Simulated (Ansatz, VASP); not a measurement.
One calculation of Co, two programs

```
CELL_PARAMETERS angstrom
-1.36512 1.36512 1.36512
1.36512 -1.36512 1.36512
1.36512 1.36512 -1.36512
ATOMIC_POSITIONS crystal
Co 0.00000 0.00000 0.00000
```

Alike in both runs: functional r2SCAN; k mesh 16 × 16 × 16; occupations fermi-dirac, width 0.1 eV; no spin polarisation.

Ansatz relaxed the structure, and its values are those at the end. VASP's run is a single point on that final structure, the one shown.

|  | VASP | Ansatz |
| --- | --- | --- |
| version | VASP 6.6.1 | Ansatz 0.2.0 |
| potentials or method | VASP PAW PBE potentials, release 64 (Co), cutoff 520 eV | plane waves (500 eV) with PAW, scalar-relativistic |
| valence electrons in the cell | 9 | 17 |

Ansatz gave:

- pressure (GPa): 0.0

**Question.** What did VASP give for the same quantities?

**Answer.** Pressure (GPa): 0.2.

VASP's potentials were made for PBE, not for r2SCAN. VASP's potentials hold 9 valence electrons a cell and Ansatz's 17, so a difference there can come from the potentials and not from the codes.
